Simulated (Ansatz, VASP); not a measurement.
# One calculation of PtS2, two programs

```
Pt S
1.0
     3.55264    0.00000    0.00000
    -1.77632    3.07668    0.00000
     0.00000    0.00000    5.02026
Pt S
1 2
Cartesian
  0.0000 0.0000 0.0000
  0.0000 2.0511 1.2228
  1.7763 1.0256 3.7975
```

Change from the starting cell: uniaxial_z strain -2.0%.

Alike in both runs: task single point; functional HSE06; k mesh 6 × 6 × 4; no spin polarisation.

|  | VASP | Ansatz |
| --- | --- | --- |
| version | VASP 6.6.1 | Ansatz 0.2.0 |
| potentials or method | VASP PAW PBE potentials, release 64 (Pt, S) | plane waves, PAW |
| plane-wave cutoff (eV) | 520 | 420 |
| occupations | gaussian, width 0.01 eV | fixed |
| valence electrons in the cell | 22 | 30 |

Ansatz gave:

| Property | Result |
| --- | --- |
| gap on the k mesh at the Fermi level (eV) | 1.23 |
| pressure (GPa) | -0.4 |
| traceless stress, the component that is largest in VASP (GPa) | 0.81 |
| rms of the force components (eV/Å) | 0.176 |

Question: What did VASP give for the same quantities?

Answer: gap on the k mesh at the Fermi level (eV): 1.22; pressure (GPa): -0.9; traceless stress, the component that is largest in VASP (GPa): 0.91; rms of the force components (eV/Å): 0.191.

Atom by atom the forces differ by 0.015 eV/Å (rms over components). VASP's potentials hold 22 valence electrons a cell and Ansatz's 30, so a difference there can come from the potentials and not from the codes. Ansatz's warnings: stress exchange threshold loose, stress scf threshold loose.

Neither program's run includes spin-orbit coupling.
